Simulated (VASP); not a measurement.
Here is a VASP 6.6.1 calculation.

The input INCAR:

```
SYSTEM = CsW
PREC = Accurate
ENCUT = 500
EDIFF = 1E-6
ISMEAR = 0
SIGMA = 0.1
LREAL = .False.
LASPH = .True.
NELM = 120
ALGO = Normal
ISIF = 2
LWAVE = .False.
LCHARG = .False.
GGA = PE
NBANDS = 18
GGA_COMPAT = .False.
```

Contents of KPOINTS:

```
regular mesh
0
Gamma
  16 16 16
  0 0 0
```

POSCAR

```
CsW
1.0
    0.0000000000      3.1517694658      3.1517694658
    3.1517694658      0.0000000000      3.1517694658
    3.1517694658      3.1517694658      0.0000000000
Cs W
1 1
Direct
    0.0000000000      0.0000000000      0.0000000000
    0.7500000000      0.7500000000      0.7500000000
```

Potentials or basis: VASP PAW PBE potentials, release 64 (Cs_sv, W_sv).

Command:

```bash
$ cat potpaw_PBE.64/Cs_sv/POTCAR potpaw_PBE.64/W_sv/POTCAR > POTCAR
$ mpirun -np 1 vasp_std > vasp.out
```

Predict the band gap on the k mesh.

zero (an odd number of electrons rules out a gap without spin polarisation).

What does it give for the pressure?

1.8 GPa.

Caveat: spin-orbit coupling is left out, which moves the levels of the heavy elements.
